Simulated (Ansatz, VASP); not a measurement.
ZnS in VASP and in Ansatz

```xyz
4
Lattice="3.8456 0.0000 0.0000 -1.9228 3.3304 0.0000 0.0000 0.0000 6.3037" Properties=species:S:1:pos:R:3 pbc="T T T"
Zn    0.0000    2.2202    0.0328
Zn    1.9228    1.1101    3.1846
S     0.0000    2.2202    2.5609
S     1.9228    1.1101    5.7127
```

Alike in both runs: task single point; functional PBE; k mesh 9 × 9 × 4; occupations gaussian, width 0.05 eV; no spin polarisation.

|  | VASP | Ansatz |
| --- | --- | --- |
| version | VASP 6.6.1 | Ansatz 0.2.0 |
| potentials or method | VASP PAW PBE potentials, release 64 (Zn, S), cutoff 520 eV | scalar-relativistic, plane waves, PAW |
| valence electrons in the cell | 36 | 36 |

|  | VASP | Ansatz | Ansatz less VASP |
| --- | --- | --- | --- |
| gap on the k mesh at the Fermi level (eV) | 2.12 | 2.11 | -0.005 |
| least direct gap on the mesh (eV) | 2.12 | 2.11 | -0.005 |
| pressure (GPa) | 1.0 | 0.8 | -0.15 |
| traceless stress, the component that is largest in VASP (GPa) | -2.60 | -2.54 | +0.062 |
| rms of the force components (eV/Å) | 0.340 | 0.337 | -0.0036 |

Atom by atom the forces differ by 0.004 eV/Å (rms over components).
